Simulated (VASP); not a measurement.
A run of VASP 6.6.1 is set up as follows.

File INCAR:

```
PREC = Accurate
ENCUT = 520
EDIFF = 1E-6
ISMEAR = 0
SIGMA = 0.15
LREAL = False
LASPH = True
NELM = 150
ALGO = Normal
ISIF = 2
LWAVE = False
LCHARG = True
ISPIN = 2
MAGMOM = 0.6
LORBIT = 11
NUPDOWN = 0.6
LMAXMIX = 4
GGA = PE
LELF = True
LVHAR = True
NBANDS = 16
```

File KPOINTS:

```
Automatic mesh
0
Gamma
  22 22 22
```

POSCAR

```
Ti
1.0
   -1.5509532811      1.5509532811      1.5509532811
    1.5509532811     -1.5509532811      1.5509532811
    1.5509532811      1.5509532811     -1.5509532811
Ti
1
Direct
    0.0000000000      0.0000000000      0.0000000000
```

Potentials or basis: VASP PAW PBE potentials, release 64 (Ti_sv).

Run with:

```bash
$ cat potpaw_PBE.64/Ti_sv/POTCAR > POTCAR
$ mpirun -np 1 vasp_std > vasp.out
```

**Question.** Estimate the pressure.

**Answer.** 20.5 GPa.

Caveat: the cell stands under pressure; the total moment is fixed, so each spin has its own Fermi level and the state may be an excited one.
